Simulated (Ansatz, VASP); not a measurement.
## In: VASP beside Ansatz

The input INCAR:

```
SYSTEM = In
ALGO     = Fast           ! electronic algorithm
EDIFF    = 1E-6           ! SCF threshold, eV
ENCUT    = 520            ! plane-wave cutoff, eV
GGA      = PS             ! functional
ISIF     = 2              ! what is computed and relaxed
ISMEAR   = 0              ! smearing method
LASPH    = .True.         ! aspherical terms in the spheres
LCHARG   = .False.        ! write CHGCAR
LREAL    = .False.        ! projectors in reciprocal space
LWAVE    = .False.        ! write WAVECAR
NBANDS   = 12             ! bands
NELM     = 80             ! most SCF steps
PREC     = Accurate       ! precision mode
SIGMA    = 0.15           ! smearing width, eV
```

File KPOINTS:

```
k-points
0
Gamma
  18 18 18
  0 0 0
```

The input POSCAR:

```
In
1.0
   -1.8825252400      1.8825252400      1.8260494828
    1.8825252400     -1.8825252400      1.8260494828
    1.8825252400      1.8825252400     -1.8260494828
In
1
Direct
    0.0000000000      0.0000000000      0.0000000000
```

Input for Ansatz:

```yaml
crystal:
  lattice:
    - [-1.88252524, 1.88252524, 1.8260494828]
    - [1.88252524, -1.88252524, 1.8260494828]
    - [1.88252524, 1.88252524, -1.8260494828]
  atoms:
    - { symbol: In, position: [0.0, 0.0, 0.0] }
basis:
  ecutwfc: 420
kpoints:
  mp_grid: { grid: [18, 18, 18] }
hamiltonian:
  xc: pbesol
scf:
  occupations: { method: gaussian, width: 0.15 }
output:
  forces: true
  stress: true
  eigenvalues: true
```

Change from the starting cell: strain +0.000 along x and y, -0.030 along z, atoms carried along.

Alike in both runs: task single point; functional PBEsol; k mesh 18 × 18 × 18; occupations gaussian, width 0.15 eV; no spin polarisation.

|  | VASP | Ansatz |
| --- | --- | --- |
| version | VASP 6.6.1 | Ansatz 0.2.0 |
| potentials or method | VASP PAW PBE potentials, release 64 (In_d), cutoff 520 eV | scalar-relativistic, plane waves, PAW |
| valence electrons in the cell | 13 | 13 |

```tsv
	VASP	Ansatz	Ansatz less VASP
gap on the k mesh at the Fermi level (eV)	none	none	-
pressure (GPa)	-0.1	-0.1	-0.02
traceless stress, the component that is largest in VASP (GPa)	0.11	0.11	-0.001
```

VASP's potentials were made for PBE, not for PBEsol. A gap of «none» marks a metal or a gap that the smearing closes.
